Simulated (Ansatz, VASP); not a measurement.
## NaCl: VASP beside Ansatz

```
Na Cl
1.0
     0.00000    3.17869    2.24734
     3.17869    0.00000    2.24734
     3.17869    3.17869    0.00000
Na Cl
1 1
Direct
  0.00000 0.00000 0.00000
  0.50000 0.50000 0.50000
```

Alike in both runs: task single point; functional PBE; k mesh 8 × 8 × 8; occupations gaussian, width 0.05 eV; no spin polarisation.

|  | VASP | Ansatz |
| --- | --- | --- |
| version | VASP 6.6.1 | Ansatz 0.2.0 |
| potentials or method | VASP PAW PBE potentials, release 64 (Na_pv, Cl), cutoff 520 eV | scalar-relativistic, plane waves, PAW |
| valence electrons in the cell | 14 | 16 |

VASP gave:

| Item | Value |
| --- | --- |
| gap on the k mesh at the Fermi level (eV) | 5.02 |
| least direct gap on the mesh (eV) | 5.02 |
| pressure (GPa) | 10.9 |
| traceless stress, the component that is largest in VASP (GPa) | 23.77 |

Q: Estimate Ansatz's values.

A: gap on the k mesh at the Fermi level (eV): 5.02; least direct gap on the mesh (eV): 5.02; pressure (GPa): 10.7; traceless stress, the component that is largest in VASP (GPa): 23.33.

VASP's potentials hold 14 valence electrons a cell and Ansatz's 16, so a difference there can come from the potentials and not from the codes.
